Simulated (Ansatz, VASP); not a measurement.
**Cu: VASP beside Ansatz**

INCAR

```
SYSTEM = Cu
PREC     = Accurate       ! precision mode
ENCUT    = 600            ! plane-wave cutoff, eV
EDIFF    = 1E-6           ! SCF threshold, eV
ISMEAR   = 0              ! smearing method
SIGMA    = 0.0257         ! smearing width, eV
LREAL    = .FALSE.        ! projectors in reciprocal space
LASPH    = .TRUE.         ! aspherical terms in the spheres
NELM     = 120            ! most SCF steps
ALGO     = Normal         ! electronic algorithm
ISIF     = 2              ! what is computed and relaxed
LWAVE    = .FALSE.        ! write WAVECAR
LCHARG   = .TRUE.         ! write CHGCAR
GGA      = PE             ! functional
LELF     = .TRUE.         ! ELF
LVHAR    = .TRUE.       
NBANDS   = 12             ! bands
GGA_COMPAT= .FALSE.
```

The input KPOINTS:

```
Automatic mesh
0
G
  15 15 15
  0 0 0
```

File POSCAR:

```
Cu
1.0
    0.0000000000      1.8806800000      1.8806800000
    1.8806800000      0.0000000000      1.8806800000
    1.8806800000      1.8806800000      0.0000000000
Cu
1
Direct
    0.0000000000      0.0000000000      0.0000000000
```

Input for Ansatz:

```yaml
crystal:
  lattice:
    - [0.0, 1.88068, 1.88068]
    - [1.88068, 0.0, 1.88068]
    - [1.88068, 1.88068, 0.0]
  atoms:
    - { symbol: Cu, position: [0.0, 0.0, 0.0] }
  symmetry: { tolerance: 0.0003 }
kpoints:
  mp_grid: { grid: [15, 15, 15], shift: [0, 0, 0] }
  band_path:
    path:
      - [0.0, 0.0, 0.0]
      - [0.5, 0.0, 0.5]
      - [0.625, 0.25, 0.625]
      - [0.375, 0.375, 0.75]
      - [0.0, 0.0, 0.0]
      - [0.5, 0.5, 0.5]
      - [0.5, 0.25, 0.75]
      - [0.5, 0.0, 0.5]
    npoints: 8
magnetization:
  spin_polarized: false
scf:
  occupations: { method: gaussian, width: 0.0257 }
  lower_state_search: "off"
  max_iter: 200
hamiltonian:
  pseudopotentials: { kind: paw }
  xc: pbe
basis:
  ecutwfc: 420
  fft_grid_basis: typed
output:
  forces: true
  stress: true
  eigenvalues: true
  bader: true
  populations: true
  elf: true
  write_potential: true
  volumetric_format: npy
  dos:
    e_range: [-12, 8]
    de: 0.05
    projected: { site_lists: { Cu: [Cu] } }
checkpoint:
  read: saved_state
```

Alike in both runs: task single point; functional PBE; k mesh 15 × 15 × 15; occupations gaussian, width 0.0257 eV; no spin polarisation.

|  | VASP | Ansatz |
| --- | --- | --- |
| version | VASP 6.6.1 | Ansatz 0.2.0 |
| potentials or method | VASP PAW PBE potentials, release 64 (Cu), cutoff 600 eV | PAW plane waves |
| valence electrons in the cell | 11 | 19 |

VASP gave:

```
pressure (GPa) : -10.9
```

Question: Which values does Ansatz return?

Answer: Pressure (GPa): -11.6.

With one functional, cell and mesh, what is left measures potentials, basis and numerics. VASP's potentials hold 11 valence electrons a cell and Ansatz's 19, so a difference there can come from the potentials and not from the codes.
